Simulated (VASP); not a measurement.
# Mo (I4_1/amd) in VASP: further runs

Runs on Mo. Level: PBE. Tasks: relaxation of shape and atoms at fixed volume, single point.

All numbers are computed with VASP 6.6.1; they aren't measurements. Logs are shortened: lines on timing, memory, paths and dates and some standing lists are left out, and cuts for length are marked.

## Step 1: The cell of the first run

The structure is tetragonal, space group I4_1/amd (No. 141). Conventional cell: a = 4.222 Å, b = 4.222 Å, c = 2.197 Å, α = 90.00°, β = 90.00°, γ = 90.00°. Mo (site symmetry -4m2) has 10 Mo at 2.18 to 2.68 Å within 2.9 Å.

## Step 2: Relaxation of shape and atoms at fixed volume, PBE

File INCAR:

```
SYSTEM = Mo
  ALGO = Normal
  EDIFF = 1E-6
  EDIFFG = -0.005
  ENCUT = 600
  GGA = PE
  IBRION = 2
  ISIF = 4
  ISMEAR = -1
  LASPH = .True.
  LCHARG = .False.
  LREAL = .False.
  LWAVE = .False.
  NELM = 60
  NSW = 50
  PREC = Accurate
  SIGMA = 0.05
```

File KPOINTS:

```
k-points
0
Gamma
  18 18 18
  0 0 0
```

File POSCAR:

```
Mo
1.0
   -2.1111979179      2.1111979179      1.0986585196
    2.1111979179     -2.1111979179      1.0986585196
    2.1111979179      2.1111979179     -1.0986585196
Mo
2
Direct
   -0.3750000000     -0.1250000000     -0.2500000000
    0.3750000000      0.1250000000      0.2500000000
```

Potentials or basis: VASP PAW PBE potentials, release 64 (Mo_sv).

Run with:

```sh
cat potpaw_PBE.64/Mo_sv/POTCAR > POTCAR
mpirun -np 1 vasp_std > vasp.out
```

OUTCAR:

```text
SYSTEM = Mo
   EDIFF = 1E-6
   EDIFFG = -0.005
   ENCUT = 600
   GGA = PE
   IBRION = 2
   ISIF = 4
   ISMEAR = -1
   LASPH = .True.
   LREAL = .False.
   NELM = 60
   NSW = 50
   PREC = Accurate

 ion  position               nearest neighbor table
   1  0.625  0.875  0.750-   2 2.18   2 2.18   2 2.18   2 2.18   2 2.68   2 2.68   2 2.68   2 2.68
                             2 3.46   2 3.46
   2  0.375  0.125  0.250-   1 2.18   1 2.18   1 2.18   1 2.18   1 2.68   1 2.68   1 2.68   1 2.68
                             1 3.46   1 3.46

  LATTYP: Found a body centered tetragonal cell.
 ALAT       =     4.2223958358
 C/A-ratio  =     0.5203957953

  Lattice vectors:

 A1 = (  -2.1111979179,   2.1111979179,   1.0986585196)
 A2 = (   2.1111979179,  -2.1111979179,   1.0986585196)
 A3 = (   2.1111979179,   2.1111979179,  -1.0986585196)

Analysis of symmetry for initial positions (statically):
=====================================================================
 Subroutine PRICEL returns:
 Original cell was already a primitive cell.

 Routine SETGRP: Setting up the symmetry group for a
 body centered tetragonal supercell.

 Subroutine GETGRP returns: Found 16 space group operations
 (whereof  4 operations were pure point group operations)
 out of a pool of 16 trial point group operations.

The static configuration has the point symmetry C_2h.
 The point group associated with its full space group is D_4h.

Analysis of symmetry for dynamics (positions and initial velocities):
=====================================================================
 Subroutine PRICEL returns:
 Original cell was already a primitive cell.

 Routine SETGRP: Setting up the symmetry group for a
 body centered tetragonal supercell.

 Subroutine GETGRP returns: Found 16 space group operations
 (whereof  4 operations were pure point group operations)
 out of a pool of 16 trial point group operations.

The dynamic configuration has the point symmetry C_2h.
 The point group associated with its full space group is D_4h.

 Subroutine INISYM returns: Found 16 space group operations
 (whereof  4 operations are pure point group operations),
 and found     1 'primitive' translations

----------------------------------------------------------------------------------------

                                     Primitive cell

  volume of cell :      19.5876

  direct lattice vectors                    reciprocal lattice vectors
    -2.111197918  2.111197918  1.098658520     0.000000000  0.236832367  0.455100462
     2.111197918 -2.111197918  1.098658520     0.236832367  0.000000000  0.455100462
     2.111197918  2.111197918 -1.098658520     0.236832367  0.236832367  0.000000000

  length of vectors
     3.181409097  3.181409097  3.181409097     0.513036062  0.513036062  0.334931545

  position of ions in fractional coordinates (direct lattice)
     0.625000000  0.875000000  0.750000000
     0.375000000  0.125000000  0.250000000

  ion indices of the primitive-cell ions
   primitive index   ion index
                 1           1
                 2           2

----------------------------------------------------------------------------------------

 KPOINTS: k-points

Automatic generation of k-mesh.
 Grid dimensions read from file:
 generate k-points for:   18   18   18

 Generating k-lattice:

  Cartesian coordinates                     Fractional coordinates (reciprocal lattice)
     0.000000000  0.013157354  0.025283359     0.055555556 -0.000000000  0.000000000
     0.013157354  0.000000000  0.025283359    -0.000000000  0.055555556  0.000000000
     0.013157354  0.013157354  0.000000000     0.000000000  0.000000000  0.055555556

  Length of vectors
     0.028502003  0.028502003  0.018607308

  Shift w.r.t. Gamma in fractional coordinates (k-lattice)
     0.000000000  0.000000000  0.000000000

 Subroutine IBZKPT returns following result:
 ===========================================

 Found    480 irreducible k-points:

 Following reciprocal coordinates:
            Coordinates               Weight
  0.000000  0.000000  0.000000      1.000000
  0.055556  0.000000  0.000000      8.000000
  0.111111  0.000000  0.000000      8.000000
  0.166667  0.000000  0.000000      8.000000
  0.222222  0.000000 -0.000000      8.000000
  0.277778 -0.000000  0.000000      8.000000
[... 16 lines left out ...]
 -0.277778  0.055556  0.000000     16.000000
 -0.222222  0.055556  0.000000     16.000000
 [... further k-points ...]
   k-points           NKPTS =    480   k-points in BZ     NKDIM =    480   number of bands    NBANDS=     18
   number of dos      NEDOS =    301   number of ions     NIONS =      2
   total plane-waves  NPLWV =  21952
   dimension x,y,z NGX =    28 NGY =   28 NGZ =   28
   dimension x,y,z NGXF=    56 NGYF=   56 NGZF=   56
   ions per type =               2
   NGX,Y,Z   is equivalent  to a cutoff of  14.63, 14.63, 14.63 a.u.
   NGXF,Y,Z  is equivalent  to a cutoff of  29.26, 29.26, 29.26 a.u.
 SYSTEM =  Mo
   PREC   = accura    normal or accurate (medium, high low for compatibility)
   ISTART =      0    job   : 0-new  1-cont  2-samecut
   ICHARG =      2    charge: 1-file 2-atom 10-const
   ISPIN  =      1    spin polarized calculation?
   LNONCOLLINEAR =      F non collinear calculations
   LSORBIT =      F    spin-orbit coupling
   LASPH  =      T    aspherical Exc in radial PAW
   ENCUT  =  600.0 eV  44.10 Ry    6.64 a.u.   6.35  6.35  6.35*2*pi/ulx,y,z
   NELM   =     60;   NELMIN=  2; NELMDL= -5     # of ELM steps
   EDIFF  = 0.1E-05   stopping-criterion for ELM
   LREAL  =      F    real-space projection
   EDIFFG = -.5E-02   stopping-criterion for IOM
   NSW    =     50    number of steps for IOM
   IBRION =      2    ionic relax: 0-MD 1-quasi-New 2-CG
   NFREE  =      1    steps in history (QN), initial steepest desc. (CG)
   ISIF   =      4    stress and relaxation
   ISYM   =      2    0-nonsym 1-usesym 2-fastsym
   POTIM  = 0.5000    time-step for ionic-motion
   TEBEG  =    0.0;   TEEND  =   0.0 temperature during run
   PSTRESS=    0.0 pullay stress
   NELECT =      28.0000    total number of electrons
   NUPDOWN=      -1.0000    fix difference up-down
   EMIN   =  10.00;   EMAX   =-10.00  energy-range for DOS
   EFERMI =   0.00;   METHOD = LEGACY
   ISMEAR =    -1;   SIGMA  =   0.05  broadening in eV -4-tet -1-fermi 0-gaus
   EFERMI_NEDOS =   21; number of points for ismear=-14 and -15
   IALGO  =     38    algorithm
   IMIX   =      4    mixing-type and parameters
     AMIX     =   0.40;   BMIX     =  1.00
     AMIX_MAG =   1.60;   BMIX_MAG =  1.00
  volume/ion in A,a.u.               =       9.79        66.09
  Fermi-wavevector in a.u.,A,eV,Ry     =   1.844169  3.484973 46.272843  3.400958
  Thomas-Fermi vector in A             =   2.895704
   LORBIT       =      0    0 simple, 1 ext, 2 COOP (PROOUT), +10 PAW based schemes
   GGA     = PE    functional components
   LHFCALC =     F    Hartree Fock is set to
   AEXX    =    0.0000 exact exchange contribution
   IVDW    =     0    specifies the selected vdW correction
   LEPSILON=     F    determine dielectric tensor
   LRPA    =     F    only Hartree local field effects (RPA)
 conjugate gradient relaxation of ions
 non-spin polarized calculation
  energy-cutoff  :      600.00
  volume of cell :       19.59
 maximum number of plane-waves:       677
 NGX is ok and might be reduce to    28
   NGX = 13   NGY = 13   NGZ = 13

--------------------------------------- Ionic step        1  -------------------------------------------

 number of electron      28.0000002 magnetization

 Free energy of the ion-electron system (eV)
  ---------------------------------------------------
  ext. energy  EPLUGINS =         0.00000000
  ---------------------------------------------------
  free energy    TOTEN  =       -10.59245344 eV

  energy without entropy =      -10.58483421  energy(sigma->0) =      -10.58864383

------------------------ aborting loop because EDIFF is reached ----------------------------------------

  FORCE on cell =-STRESS in cart. coord.  units (eV):
  Direction    XX          YY          ZZ          XY          YZ          ZX
  --------------------------------------------------------------------------------------
  -------------------------------------------------------------------------------------
  Total       41.7026554     41.7026554     42.9716524      0.0000000      0.0000000     -0.0000000
  in kB     3411.0938986   3411.0938986   3514.8922766      0.0000000      0.0000000     -0.0000000
  external PRESSURE =    3445.6933579 kB  Pullay stress =       0.0000000 kB
[... 57 lines left out ...]
  energy  without entropy=      -10.5550348984  energy(sigma->0) =      -10.55952384

--------------------------------------- Ionic step        3  -------------------------------------------

 number of electron      28.0000002 magnetization

 Free energy of the ion-electron system (eV)
  ---------------------------------------------------
  ext. energy  EPLUGINS =         0.00000000
  ---------------------------------------------------
  free energy    TOTEN  =       -10.59531904 eV

  energy without entropy =      -10.58723661  energy(sigma->0) =      -10.59127782

 E-fermi :  21.7226     XC(G=0): -16.1272

 val. band max:       21.7189478093   @ k =  -0.2778  -0.3333   0.1111
 cond. band min:      21.7231971774   @ k =   0.2222   0.1111   0.0000
 fundamental gap:      0.0042493681
 Fermi energy:        21.7226121442

 k-point     1 :       0.0000    0.0000    0.0000
  band No.  band energies     occupation
      1     -41.2701      2.00000
      2     -38.7375      2.00000
      3     -16.5287      2.00000
      4     -16.5287      2.00000
      5     -11.6957      2.00000
      6     -11.6957      2.00000
[... 10 lines left out ...]
     17      23.9834      0.00000
     18      29.3833      0.00000
[... 466 lines left out ...]
      2     -38.7241      2.00000
      3     -16.4001      2.00000
      4     -15.8001      2.00000
      5     -13.2297      2.00000
      6     -12.8399      2.00000
[... 10 lines left out ...]
     17      25.2795      0.00000
     18      28.0771      0.00000

 [... further k-points ...]

------------------------ aborting loop because EDIFF is reached ----------------------------------------

  FORCE on cell =-STRESS in cart. coord.  units (eV):
  Direction    XX          YY          ZZ          XY          YZ          ZX
  --------------------------------------------------------------------------------------
  -------------------------------------------------------------------------------------
  Total       42.1309141     42.1309141     42.1283638     -0.0000000      0.0000000      0.0000000
  in kB     3446.1235777   3446.1235777   3445.9149756     -0.0000000      0.0000000      0.0000000
  external PRESSURE =    3446.0540437 kB  Pullay stress =       0.0000000 kB
[... 17 lines left out ...]
  FREE ENERGIE OF THE ION-ELECTRON SYSTEM (eV)
  ---------------------------------------------------
  free  energy   TOTEN  =       -10.5953190350 eV

  energy  without entropy=      -10.5872366068  energy(sigma->0) =      -10.59127782

 reached required accuracy - stopping structural energy minimisation
```

Wall time 16 min (1 thread of AMD EPYC 7R13, shared host); peak memory 0.27 GiB.

What came out:

```
Free energy               : -10.5953 eV
Energy gained by relaxing : 1.4 meV/atom
Ionic steps               : 3
Pressure after relaxing   : 344.6 GPa
Band gap on the k mesh    : zero (bands 14 and 15 overlap by 5.43 eV)
```

Step by step:
```tsv
step	energy change (eV)	largest force (eV/Å)	pressure (GPa)	volume (Å³)
1	0.0000	0.0000	344.57	19.59
2	0.0284	0.0000	345.32	19.59
3	-0.0029	0.0000	344.61	19.59
```

Final structure:
```cif
data_structure
_symmetry_space_group_name_H-M 'P 1'
_symmetry_Int_Tables_number 1
_cell_length_a 3.1767
_cell_length_b 3.1767
_cell_length_c 3.1767
_cell_angle_alpha 96.933
_cell_angle_beta 96.933
_cell_angle_gamma 139.338
_cell_volume 19.59
loop_
_atom_site_label
_atom_site_type_symbol
_atom_site_fract_x
_atom_site_fract_y
_atom_site_fract_z
_atom_site_occupancy
Mo1 Mo 0.62500 0.87500 0.75000 1
Mo2 Mo 0.37500 0.12500 0.25000 1
```

Levels at points of the mesh, in eV from the Fermi level:
```tsv
k point	band 10	band 11	band 12	band 13	band 14	band 15	band 16	band 17	band 18
(0.00, 0.00, 0.00)	-7.63	-7.49	-6.02	-5.73	1.97	1.97	2.26	2.26	7.66
(0.50, 0.00, 0.00)	-8.63	-6.51	-3.41	-2.33	-0.97	1.61	3.14	5.31	6.21
(0.50, 0.50, 0.00)	-6.94	-4.96	-4.96	-1.58	-1.58	3.00	3.00	4.62	4.62
(0.50, 0.50, 0.50)	-6.36	-4.45	-4.45	0.48	0.48	1.10	1.10	3.55	3.55
```

## Step 3: Single point, PBE (13.17 Å³/atom)

This run uses another cell than the first one, of 13.17 Å³/atom.

File INCAR:

```
PREC     = Accurate       # precision mode
ENCUT    = 520            # plane-wave cutoff, eV
EDIFF    = 1E-6           # SCF threshold, eV
ISMEAR   = -1             # smearing method
SIGMA    = 0.05           # smearing width, eV
LREAL    = False          # projectors in reciprocal space
LASPH    = True           # aspherical terms in the spheres
NELM     = 60             # most SCF steps
ALGO     = Normal         # electronic algorithm
ISIF     = 2              # what is computed and relaxed
LWAVE    = False          # write WAVECAR
LCHARG   = True           # write CHGCAR
GGA      = PE             # functional
LELF     = True           # ELF
LVHAR    = True         
NBANDS   = 21             # bands
```

File KPOINTS:

```
Automatic mesh
0
Gamma
  18 18 18
```

File POSCAR:

```
Mo
1.0
   -2.3244626686      2.3244626686      1.2188270476
    2.3244626686     -2.3244626686      1.2188270476
    2.3244626686      2.3244626686     -1.2188270476
Mo
2
Direct
   -0.3750000000     -0.1250000000     -0.2500000000
    0.3750000000      0.1250000000      0.2500000000
```

Potentials or basis: VASP PAW PBE potentials, release 64 (Mo_sv).

Run with:

```sh
cat potpaw_PBE.64/Mo_sv/POTCAR > POTCAR
mpirun -np 1 vasp_std > vasp.out
```

Run time: 6.4 min. Hardware: 1 thread of Intel Xeon 8259CL, shared host; peak memory 0.32 GiB.

Results (log left out):

```yaml
Free_energy: -18.5761 eV
Pressure: 86.2 GPa
Band_gap_on_the_k_mesh: zero (bands 14 and 15 overlap by 3.77 eV)
```

Levels at points of the mesh, in eV from the Fermi level:
```
           k point  band 10  band 11  band 12  band 13  band 14  band 15  band 16  band 17  band 18  band 19
(0.00, 0.00, 0.00)    -7.46    -5.10    -4.32    -3.77     2.03     2.03     2.14     2.14     5.39     7.46
(0.50, 0.00, 0.00)    -5.99    -4.38    -2.73    -1.13    -0.56     1.54     1.80     3.87     4.15     8.41
(0.50, 0.50, 0.00)    -5.18    -3.70    -3.70    -1.43    -1.43     1.39     1.39     3.49     3.49     3.82
(0.50, 0.50, 0.50)    -5.01    -3.32    -3.32     0.53     0.53     0.76     0.76     2.84     2.84     3.05
```

Caveat: the cell stands under pressure.

## Step 4: Single point, PBE (14.86 Å³/atom)

This run uses another cell than the first one, of 14.86 Å³/atom.

File INCAR:

```
PREC = Accurate
ENCUT = 520
EDIFF = 1E-6
ISMEAR = -1
SIGMA = 0.05
LREAL = False
LASPH = True
NELM = 80
ALGO = Normal
ISIF = 2
LWAVE = False
LCHARG = False
GGA = PE
NBANDS = 21
```

KPOINTS is that of step 3.

File POSCAR:

```
Mo
1.0
   -2.4218258241      2.4218258241      1.2667458571
    2.4218258241     -2.4218258241      1.2667458571
    2.4218258241      2.4218258241     -1.2667458571
Mo
2
Direct
   -0.3750000000     -0.1250000000     -0.2500000000
    0.3750000000      0.1250000000      0.2500000000
```

Potentials or basis: VASP PAW PBE potentials, release 64 (Mo_sv).

Run with:

```sh
cat potpaw_PBE.64/Mo_sv/POTCAR > POTCAR
mpirun -np 1 vasp_std > vasp.out
```

OUTCAR:

```text
PREC = Accurate
   ENCUT = 520
   EDIFF = 1E-6
   ISMEAR = -1
   LREAL = False
   LASPH = True
   NELM = 80
   ISIF = 2
   GGA = PE

 ion  position               nearest neighbor table
   1  0.625  0.875  0.750-   2 2.50   2 2.50   2 2.50   2 2.50   2 3.08   2 3.08   2 3.08   2 3.08

   2  0.375  0.125  0.250-   1 2.50   1 2.50   1 2.50   1 2.50   1 3.08   1 3.08   1 3.08   1 3.08

  LATTYP: Found a body centered tetragonal cell.
 ALAT       =     4.8436516482
 C/A-ratio  =     0.5230540712
[... 766 lines left out ...]

------------------------ aborting loop because EDIFF is reached ----------------------------------------

  FORCE on cell =-STRESS in cart. coord.  units (eV):
  Direction    XX          YY          ZZ          XY          YZ          ZX
  --------------------------------------------------------------------------------------
  -------------------------------------------------------------------------------------
  Total        6.4893241      6.4893241      6.4919696      0.0000000      0.0000000      0.0000000
  in kB      349.8442574    349.8442574    349.9868793      0.0000000      0.0000000      0.0000000
  external PRESSURE =     349.8917980 kB  Pullay stress =       0.0000000 kB

 VOLUME and BASIS-vectors are now :
 -----------------------------------------------------------------------------
  energy-cutoff  :      520.00
  volume of cell :       29.72
      direct lattice vectors                 reciprocal lattice vectors
    -2.421825824  2.421825824  1.266745857     0.000000000  0.206455805  0.394712165
     2.421825824 -2.421825824  1.266745857     0.206455805  0.000000000  0.394712165
     2.421825824  2.421825824 -1.266745857     0.206455805  0.206455805  0.000000000

 POSITION                                       TOTAL-FORCE (eV/Angst)
 -----------------------------------------------------------------------------------
      2.42183      1.21091      0.95006        -0.000000      0.000000     -0.000000
      0.00000      1.21091      0.31669         0.000000     -0.000000      0.000000
 -----------------------------------------------------------------------------------
    total drift:                                0.000000      0.000000     -0.000000

  FREE ENERGIE OF THE ION-ELECTRON SYSTEM (eV)
  ---------------------------------------------------
  free  energy   TOTEN  =       -19.8069844551 eV

  energy  without entropy=      -19.7939662687  energy(sigma->0) =      -19.80047536
```

OSZICAR:

```text
N       E                     dE             d eps       ncg     rms          rms(c)
DAV:   1     0.300061369296E+03    0.30006E+03   -0.17973E+04 20184   0.142E+03
DAV:   2    -0.142054474185E+02   -0.31427E+03   -0.30532E+03 22784   0.447E+02
DAV:   3    -0.205000996447E+02   -0.62947E+01   -0.62165E+01 22621   0.656E+01
DAV:   4    -0.205293402642E+02   -0.29241E-01   -0.29229E-01 22010   0.481E+00
DAV:   5    -0.205295617125E+02   -0.22145E-03   -0.22145E-03 22948   0.388E-01    0.244E+01
DAV:   6    -0.199016383140E+02    0.62792E+00   -0.11507E+00 21325   0.942E+00    0.926E+00
DAV:   7    -0.198105098721E+02    0.91128E-01   -0.31040E-01 22615   0.457E+00    0.117E+00
DAV:   8    -0.198069470950E+02    0.35628E-02   -0.78774E-03 21030   0.935E-01    0.138E-01
DAV:   9    -0.198069752886E+02   -0.28194E-04   -0.72385E-05 23528   0.824E-02    0.718E-02
DAV:  10    -0.198069841925E+02   -0.89038E-05   -0.21770E-05 21685   0.472E-02    0.234E-03
DAV:  11    -0.198069844551E+02   -0.26270E-06   -0.21644E-07 13605   0.501E-03
   1 F= -.19806984E+02 E0= -.19800475E+02  d E =-.130182E-01
```

stdout:

```text
POSCAR found type information on POSCAR Mo
 POSCAR found :  1 types and       2 ions
 scaLAPACK will be used
 LDA part: xc-table for (Slater+PW92), standard interpolation
 POSCAR, INCAR and KPOINTS ok, starting setup
 FFT: planning ... GRIDC
 FFT: planning ... GRID_SOFT
 FFT: planning ... GRID
 WAVECAR not read
 entering main loop
```

Wall time 5.9 min (1 thread of Intel Xeon 8259CL, shared host); peak memory 0.35 GiB.

What came out:

| Property | Result |
| --- | --- |
| Free energy | -19.8070 eV |
| Pressure | 35.0 GPa |
| Band gap on the k mesh | zero (bands 14 and 15 overlap by 3.18 eV) |

Caveat: the cell stands under pressure.

[end of part 1 of 2]
